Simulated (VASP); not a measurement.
Set up this calculation in VASP 6.6.1, as the native input.

```yaml
Task: single point
Functional: PBE
Potentials_or_basis: VASP PAW PBE potentials, release 64 (Cd)
Cutoff: 520 eV
k_mesh: 14 × 14 × 14
Occupations: fermi-dirac, width 0.1 eV
Spin: no spin polarisation
Dipole_correction: no
Further_INCAR_settings: ALGO = Normal; EDIFF = 1e-07; NBANDS = 12
```

The structure of Cd lies in POSCAR:

```
Cd
1.0
   -1.8007863773      1.8007863773      1.8007863773
    1.8007863773     -1.8007863773      1.8007863773
    1.8007863773      1.8007863773     -1.8007863773
Cd
1
Direct
    0.0000000000      0.0000000000      0.0000000000
```

One way to write it, as run:

INCAR

```
PREC = Accurate ; ENCUT = 520
EDIFF = 1E-7 ; ISMEAR = -1
SIGMA = 0.1 ; LREAL = F
LASPH = T ; NELM = 100
ALGO = Normal ; ISIF = 2
LWAVE = F ; LCHARG = F
GGA = PE ; NBANDS = 12
```

KPOINTS

```
regular mesh
0
Gamma
  14 14 14
```

Potentials or basis: VASP PAW PBE potentials, release 64 (Cd).

The run is started by

```console
$ cat potpaw_PBE.64/Cd/POTCAR > POTCAR
$ mpirun -np 1 vasp_std > vasp.out
```

Results of the run:

- Pressure: 0.3 GPa
- Band gap on the k mesh: zero (band 6 reaches 5.81 eV, above the bottom of band 7 at 1.41 eV)

Wall time 40 s on 1 thread of AMD EPYC 7R13, on a shared host, peak memory 0.13 GiB.
